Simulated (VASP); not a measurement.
Write the native input for VASP 6.6.1 that does the following.

```yaml
Task: single point
Functional: LDA
Potentials_or_basis: VASP PAW LDA potentials, release 64 (La)
Cutoff: 520 eV
k_mesh: 14 × 14 × 14
Occupations: fermi-dirac, width 0.05 eV
Spin: no spin polarisation
Dipole_correction: no
Further_INCAR_settings: ALGO = Normal; EDIFF = 1e-06; NBANDS = 12
```

The structure of La lies in POSCAR:

```
La
1.0
   -2.0232136209      2.0232136209      2.0232136209
    2.0232136209     -2.0232136209      2.0232136209
    2.0232136209      2.0232136209     -2.0232136209
La
1
Direct
    0.0000000000      0.0000000000      0.0000000000
```

The input as run:

INCAR

```
PREC     = Accurate       # precision mode
ENCUT    = 520            # plane-wave cutoff, eV
EDIFF    = 1E-6           # SCF threshold, eV
ISMEAR   = -1             # smearing method
SIGMA    = 0.05           # smearing width, eV
LREAL    = False          # projectors in reciprocal space
LASPH    = True           # aspherical terms in the spheres
NELM     = 100            # most SCF steps
ALGO     = Normal         # electronic algorithm
ISIF     = 2              # what is computed and relaxed
LWAVE    = False          # write WAVECAR
LCHARG   = False          # write CHGCAR
GGA      = CA             # functional
NBANDS   = 12             # bands
```

KPOINTS

```
regular mesh
0
Gamma
  14 14 14
```

Potentials or basis: VASP PAW LDA potentials, release 64 (La).

Run with:

```bash
$ cat potpaw_LDA.64/La/POTCAR > POTCAR
$ mpirun -np 1 vasp_std > vasp.out
```

It gave:

```yaml
Pressure: -0.1 GPa
```

Wall time 66 s on 1 thread of Intel Xeon 8259CL (shared host), peak memory 0.19 GiB.
